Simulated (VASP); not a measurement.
# TiN (Fm-3m) in VASP: single point with PBE+U

Aim: the single point of TiN with PBE+U.

All numbers are computed with VASP 6.6.1; they aren't measurements. Logs are shortened: lines on timing, memory, paths and dates and some standing lists are left out, and cuts for length are marked.

### Step 1. The cell of the first run

The structure is cubic, space group Fm-3m (No. 225). The conventional cell has a = 4.244 Å, b = 4.244 Å, c = 4.244 Å, α = 90.00°, β = 90.00°, γ = 90.00°. Ti (site symmetry m-3m) has 6 N at 2.12 Å within 2.8 Å. N (site symmetry m-3m) has 6 Ti at 2.12 Å within 2.8 Å.

### Step 2. Single point, PBE+U, collinear spin

INCAR reads:

```
SYSTEM = TiN
PREC = Accurate ; ENCUT = 520
EDIFF = 1E-6 ; ISMEAR = -1
SIGMA = 0.05 ; LREAL = .FALSE.
LASPH = .TRUE. ; NELM = 150
ALGO = Normal ; ISIF = 2
LWAVE = .FALSE. ; LCHARG = .FALSE.
ISPIN = 2 ; MAGMOM = 1 1 0 0
LORBIT = 11 ; LMAXMIX = 4
LDAU = .TRUE. ; LDAUTYPE = 2
LDAUL = 2 -1 ; LDAUU = 4.5 0
LDAUJ = 0 0 ; LDAUPRINT = 1
GGA = PE ; ISYM = 0
NBANDS = 29
```

KPOINTS reads:

```
Automatic mesh
0
G
  5 8 9
  0 0 0
```

POSCAR reads:

```
TiN
1.0
   -2.1220000000     -2.1220000000     -4.2440000000
    2.1220000000     -2.1220000000      0.0000000000
   -2.1220000000     -2.1220000000      0.0000000000
Ti N
2 2
Direct
    0.0000000000      0.0000000000      0.0000000000
    0.5000000000      0.5000000000      0.0000000000
    0.0000000000      0.5000000000      0.5000000000
    0.5000000000      0.0000000000      0.5000000000
```

Potentials or basis: VASP PAW PBE potentials, release 64 (Ti_sv, N).

Started as:

```bash
> cat potpaw_PBE.64/Ti_sv/POTCAR potpaw_PBE.64/N/POTCAR > POTCAR
> mpirun -np 1 vasp_std > vasp.out
```

OUTCAR:

```text
SYSTEM = TiN
   PREC = Accurate
   ENCUT = 520
   EDIFF = 1E-6
   ISMEAR = -1
   LREAL = .FALSE.
   LASPH = .TRUE.
   NELM = 150
   ISIF = 2
   ISPIN = 2
   LORBIT = 11
   GGA = PE
   ISYM = 0

 ion  position               nearest neighbor table
   1  0.000  0.000  0.000-   3 2.12   3 2.12   4 2.12   3 2.12   3 2.12   4 2.12
   2  0.500  0.500  0.000-   4 2.12   3 2.12   4 2.12   4 2.12   4 2.12   3 2.12
   3  0.000  0.500  0.500-   1 2.12   1 2.12   2 2.12   1 2.12   1 2.12   2 2.12
   4  0.500  0.000  0.500-   2 2.12   1 2.12   2 2.12   2 2.12   2 2.12   1 2.12

IMPORTANT INFORMATION: All symmetrisations will be switched off!
NOSYMM: (Re-)initialisation of all symmetry stuff for point group C_1.

----------------------------------------------------------------------------------------

                                     Primitive cell

  volume of cell :      38.2205

  direct lattice vectors                    reciprocal lattice vectors
    -2.122000000 -2.122000000 -4.244000000     0.000000000  0.000000000 -0.235626767
     2.122000000 -2.122000000  0.000000000     0.235626767 -0.235626767  0.000000000
    -2.122000000 -2.122000000  0.000000000    -0.235626767 -0.235626767  0.235626767

  length of vectors
     5.197817234  3.000961179  3.000961179     0.235626767  0.333226570  0.408117532

  position of ions in fractional coordinates (direct lattice)
     0.000000000  0.000000000  0.000000000
     0.500000000  0.500000000  0.000000000
     0.000000000  0.500000000  0.500000000
     0.500000000  0.000000000  0.500000000

  ion indices of the primitive-cell ions
   primitive index   ion index
                 1           1
                 2           2
                 3           3
                 4           4

----------------------------------------------------------------------------------------

 KPOINTS: Automatic mesh

Automatic generation of k-mesh.
 Grid dimensions read from file:
 generate k-points for:    5    8    9

 Generating k-lattice:

  Cartesian coordinates                     Fractional coordinates (reciprocal lattice)
     0.000000000  0.000000000 -0.047125353     0.200000000  0.000000000  0.000000000
     0.029453346 -0.029453346  0.000000000     0.000000000  0.125000000  0.000000000
    -0.026180752 -0.026180752  0.026180752     0.000000000  0.000000000  0.111111111

  Length of vectors
     0.047125353  0.041653321  0.045346392

  Shift w.r.t. Gamma in fractional coordinates (k-lattice)
     0.000000000  0.000000000  0.000000000

 -----------------------------------------------------------------------------
|                                                                             |
|           W    W    AA    RRRRR   N    N  II  N    N   GGGG   !!!           |
|           W    W   A  A   R    R  NN   N  II  NN   N  G    G  !!!           |
|           W    W  A    A  R    R  N N  N  II  N N  N  G       !!!           |
|           W WW W  AAAAAA  RRRRR   N  N N  II  N  N N  G  GGG   !            |
|           WW  WW  A    A  R   R   N   NN  II  N   NN  G    G                |
|           W    W  A    A  R    R  N    N  II  N    N   GGGG   !!!           |
|                                                                             |
|     Your reciprocal lattice and k-lattice belong to different lattice       |
|     classes:                                                                |
|                                                                             |
|        The reciprocal lattice is simple tetragonal,                         |
|        whereas your k-lattice is simple monoclinic.                         |
|                                                                             |
|     Results are often still useful ...                                      |
|                                                                             |
 -----------------------------------------------------------------------------

 WARNING: IBZKPT: internal override: KBLOWUP is changed to .FALSE.
      ... skipping the blow-up phase ...

 Subroutine IBZKPT returns following result:
 ===========================================

 Found    181 irreducible k-points:

 Following reciprocal coordinates:
            Coordinates               Weight
  0.000000  0.000000  0.000000      1.000000
  0.200000  0.000000  0.000000      2.000000
  0.400000  0.000000  0.000000      2.000000
  0.000000  0.125000  0.000000      2.000000
  0.200000  0.125000  0.000000      2.000000
  0.400000  0.125000  0.000000      2.000000
[... 16 lines left out ...]
  0.200000  0.000000  0.111111      2.000000
  0.400000  0.000000  0.111111      2.000000
 [... further k-points ...]
[... 51 lines left out ...]
   LEPSILON=     F    determine dielectric tensor
   LRPA    =     F    only Hartree local field effects (RPA)
 spin polarized calculation
  energy-cutoff  :      520.00
  volume of cell :       38.22
 maximum number of plane-waves:      1055
   NGX = 19   NGY = 11   NGZ = 11

 number of electron      33.9999999 magnetization       0.0708496

atom =   1  type =  1  l = 2

 onsite density matrix

spin component  1

  0.1857  0.0008  0.0002  0.0008 -0.0000
  0.0008  0.1771  0.0000 -0.0010  0.0001
  0.0002  0.0000  0.1927  0.0000  0.0000
  0.0008 -0.0010  0.0000  0.1771 -0.0001
 -0.0000  0.0001  0.0000 -0.0001  0.1919

spin component  2

  0.1857  0.0008  0.0002  0.0008 -0.0000
  0.0008  0.1771  0.0000 -0.0010  0.0001
  0.0002  0.0000  0.1927  0.0000 -0.0000
  0.0008 -0.0010  0.0000  0.1771 -0.0001
 -0.0000  0.0001 -0.0000 -0.0001  0.1919

 occupancies and eigenvectors

  o =  0.1760  v =  0.0000  0.0000  0.0000  0.0000  0.0000  0.1179 -0.7021  0.0011 -0.7022  0.0000      0.0000  0.0000  0.0000  0.0000  0.0000  0.0000  0.0000  0.0000  0.0000  0.0000
  o =  0.1760  v =  0.1180 -0.7021  0.0011 -0.7022  0.0000  0.0000  0.0000  0.0000  0.0000  0.0000      0.0000  0.0000  0.0000  0.0000  0.0000  0.0000  0.0000  0.0000  0.0000  0.0000
  o =  0.1780  v =  0.0000  0.0000  0.0000  0.0000  0.0000 -0.0000 -0.7071  0.0000  0.7071  0.0056      0.0000  0.0000  0.0000  0.0000  0.0000  0.0000  0.0000  0.0000  0.0000  0.0000
  o =  0.1781  v =  0.0000  0.7072 -0.0000 -0.7070 -0.0055  0.0000  0.0000  0.0000  0.0000  0.0000      0.0000  0.0000  0.0000  0.0000  0.0000  0.0000  0.0000  0.0000  0.0000  0.0000
  o =  0.1858  v =  0.9925  0.0834 -0.0317  0.0834  0.0000  0.0000  0.0000  0.0000  0.0000  0.0000      0.0000  0.0000  0.0000  0.0000  0.0000  0.0000  0.0000  0.0000  0.0000  0.0000
  o =  0.1858  v =  0.0000  0.0000  0.0000  0.0000  0.0000  0.9925  0.0833 -0.0317  0.0833  0.0000      0.0000  0.0000  0.0000  0.0000  0.0000  0.0000  0.0000  0.0000  0.0000  0.0000
  o =  0.1919  v =  0.0000 -0.0039  0.0000  0.0039 -1.0000  0.0000  0.0000  0.0000  0.0000  0.0000      0.0000  0.0000  0.0000  0.0000  0.0000  0.0000  0.0000  0.0000  0.0000  0.0000
  o =  0.1919  v =  0.0000  0.0000  0.0000  0.0000  0.0000 -0.0000  0.0039  0.0002 -0.0039  1.0000      0.0000  0.0000  0.0000  0.0000  0.0000  0.0000  0.0000  0.0000  0.0000  0.0000
  o =  0.1927  v = -0.0314 -0.0034 -0.9995 -0.0034 -0.0000  0.0000  0.0000  0.0000  0.0000  0.0000      0.0000  0.0000  0.0000  0.0000  0.0000  0.0000  0.0000  0.0000  0.0000  0.0000
  o =  0.1927  v =  0.0000  0.0000  0.0000  0.0000  0.0000 -0.0314 -0.0034 -0.9995 -0.0034  0.0002      0.0000  0.0000  0.0000  0.0000  0.0000  0.0000  0.0000  0.0000  0.0000  0.0000

atom =   2  type =  1  l = 2

 onsite density matrix

spin component  1

  0.1857  0.0008  0.0002  0.0008 -0.0000
  0.0008  0.1771  0.0000 -0.0010  0.0001
  0.0002  0.0000  0.1927  0.0000 -0.0000
  0.0008 -0.0010  0.0000  0.1771 -0.0001
 -0.0000  0.0001 -0.0000 -0.0001  0.1919

spin component  2

  0.1857  0.0008  0.0002  0.0008 -0.0000
  0.0008  0.1771  0.0000 -0.0010  0.0001
  0.0002  0.0000  0.1927  0.0000 -0.0000
  0.0008 -0.0010  0.0000  0.1771 -0.0001
 -0.0000  0.0001 -0.0000 -0.0001  0.1919

 occupancies and eigenvectors

  o =  0.1760  v =  0.0000  0.0000  0.0000  0.0000  0.0000 -0.1178  0.7021 -0.0011  0.7023 -0.0000      0.0000  0.0000  0.0000  0.0000  0.0000  0.0000  0.0000  0.0000  0.0000  0.0000
  o =  0.1760  v = -0.1180  0.7020 -0.0011  0.7023 -0.0000  0.0000  0.0000  0.0000  0.0000  0.0000      0.0000  0.0000  0.0000  0.0000  0.0000  0.0000  0.0000  0.0000  0.0000  0.0000
  o =  0.1780  v =  0.0000  0.0000  0.0000  0.0000  0.0000  0.0000 -0.7072  0.0000  0.7070  0.0056      0.0000  0.0000  0.0000  0.0000  0.0000  0.0000  0.0000  0.0000  0.0000  0.0000
  o =  0.1781  v = -0.0001  0.7072 -0.0000 -0.7070 -0.0055  0.0000  0.0000  0.0000  0.0000  0.0000      0.0000  0.0000  0.0000  0.0000  0.0000  0.0000  0.0000  0.0000  0.0000  0.0000
  o =  0.1858  v =  0.9925  0.0834 -0.0318  0.0834  0.0000  0.0000  0.0000  0.0000  0.0000  0.0000      0.0000  0.0000  0.0000  0.0000  0.0000  0.0000  0.0000  0.0000  0.0000  0.0000
  o =  0.1858  v =  0.0000  0.0000  0.0000  0.0000  0.0000  0.9925  0.0832 -0.0319  0.0832  0.0000      0.0000  0.0000  0.0000  0.0000  0.0000  0.0000  0.0000  0.0000  0.0000  0.0000
  o =  0.1919  v =  0.0000 -0.0039 -0.0000  0.0039 -1.0000  0.0000  0.0000  0.0000  0.0000  0.0000      0.0000  0.0000  0.0000  0.0000  0.0000  0.0000  0.0000  0.0000  0.0000  0.0000
  o =  0.1919  v =  0.0000  0.0000  0.0000  0.0000  0.0000 -0.0000  0.0039  0.0002 -0.0039  1.0000      0.0000  0.0000  0.0000  0.0000  0.0000  0.0000  0.0000  0.0000  0.0000  0.0000
  o =  0.1927  v =  0.0315  0.0034  0.9995  0.0034 -0.0000  0.0000  0.0000  0.0000  0.0000  0.0000      0.0000  0.0000  0.0000  0.0000  0.0000  0.0000  0.0000  0.0000  0.0000  0.0000
  o =  0.1927  v =  0.0000  0.0000  0.0000  0.0000  0.0000  0.0315  0.0034  0.9995  0.0034 -0.0002      0.0000  0.0000  0.0000  0.0000  0.0000  0.0000  0.0000  0.0000  0.0000  0.0000

 number of electron      33.9999999 magnetization      -0.0000427

 Free energy of the ion-electron system (eV)
  ---------------------------------------------------
  ext. energy  EPLUGINS =         0.00000000
  ---------------------------------------------------
  free energy    TOTEN  =       -32.29765129 eV

  energy without entropy =      -32.28641134  energy(sigma->0) =      -32.29203131

 E-fermi :  12.1399     XC(G=0): -13.0306

 val. band max:       12.1338536693   @ k =  -0.4000   0.1250   0.2222
 cond. band min:      12.1759899853   @ k =   0.4000   0.2500   0.1111
 fundamental gap:      0.0421363160
 Fermi energy:        12.1398548141

 spin component 1

 k-point     1 :       0.0000    0.0000    0.0000
  band No.  band energies     occupation
      1     -47.0484      1.00000
      2     -46.9267      1.00000
      3     -23.5148      1.00000
      4     -23.1888      1.00000
      5     -23.1840      1.00000
      6     -23.0091      1.00000
[... 1529 lines left out ...]
     28      21.7751      0.00000
     29      24.6096      0.00000

 [... further k-points ...]

------------------------ aborting loop because EDIFF is reached ----------------------------------------

  FORCE on cell =-STRESS in cart. coord.  units (eV):
  Direction    XX          YY          ZZ          XY          YZ          ZX
  --------------------------------------------------------------------------------------
  -------------------------------------------------------------------------------------
  Total        3.5298481      3.5298519      3.5846712     -0.0922385      0.0447227      0.0447209
  in kB      147.9689078    147.9690671    150.2670546     -3.8665752      1.8747460      1.8746695
  external PRESSURE =     148.7350098 kB  Pullay stress =       0.0000000 kB

 VOLUME and BASIS-vectors are now :
 -----------------------------------------------------------------------------
  energy-cutoff  :      520.00
  volume of cell :       38.22
      direct lattice vectors                 reciprocal lattice vectors
    -2.122000000 -2.122000000 -4.244000000     0.000000000  0.000000000 -0.235626767
     2.122000000 -2.122000000  0.000000000     0.235626767 -0.235626767  0.000000000
    -2.122000000 -2.122000000  0.000000000    -0.235626767 -0.235626767  0.235626767

 POSITION                                       TOTAL-FORCE (eV/Angst)
 -----------------------------------------------------------------------------------
      0.00000      0.00000      0.00000         0.000002     -0.000000      0.000001
      0.00000     -2.12200     -2.12200        -0.000001     -0.000000     -0.000001
      0.00000     -2.12200      0.00000        -0.000001      0.000000      0.000000
     -2.12200     -2.12200     -2.12200        -0.000001      0.000000     -0.000000
 -----------------------------------------------------------------------------------
    total drift:                                0.000001     -0.000004      0.000002

  FREE ENERGIE OF THE ION-ELECTRON SYSTEM (eV)
  ---------------------------------------------------
  free  energy   TOTEN  =       -32.2976512852 eV

  energy  without entropy=      -32.2864113438  energy(sigma->0) =      -32.29203131

 total charge

# of ion       s       p       d       tot
------------------------------------------
    1        2.195   6.246   1.821  10.263
    2        2.195   6.246   1.821  10.262
    3        1.243   2.546   0.000   3.789
    4        1.243   2.546   0.000   3.789
--------------------------------------------------
tot          6.877  17.583   3.643  28.102

 magnetization (x)

# of ion       s       p       d       tot
------------------------------------------
    1        0.000   0.000   0.000   0.000
    2        0.000   0.000  -0.000   0.000
    3        0.000  -0.000   0.000  -0.000
    4        0.000  -0.000   0.000  -0.000
--------------------------------------------------
tot          0.000   0.000   0.000   0.000
```

Run time: 3.9 min. Hardware: 1 thread of Intel Xeon 6975P-C (Granite Rapids), shared host; peak memory 0.38 GiB.

What came out:

```yaml
Free_energy: -32.2977 eV
Pressure: 14.9 GPa
Band_gap_on_the_k_mesh: zero (filled and empty bands overlap)
Net_moment: 0.00 μB per cell
Valence_electrons_inside_the_program's_atomic_spheres: Ti 10.26; N 3.79
```

Eigenvalues of the final occupation matrices:
```tsv
site	spin	trace	eigenvalues
site 1 d	1	0.92	0.18 0.18 0.19 0.19 0.19
site 1 d	2	0.92	0.18 0.18 0.19 0.19 0.19
site 2 d	1	0.92	0.18 0.18 0.19 0.19 0.19
site 2 d	2	0.92	0.18 0.18 0.19 0.19 0.19
```

Caveat: the cell stands under pressure.

The gap in the log of VASP goes by the Fermi energy; the results here count the filled bands.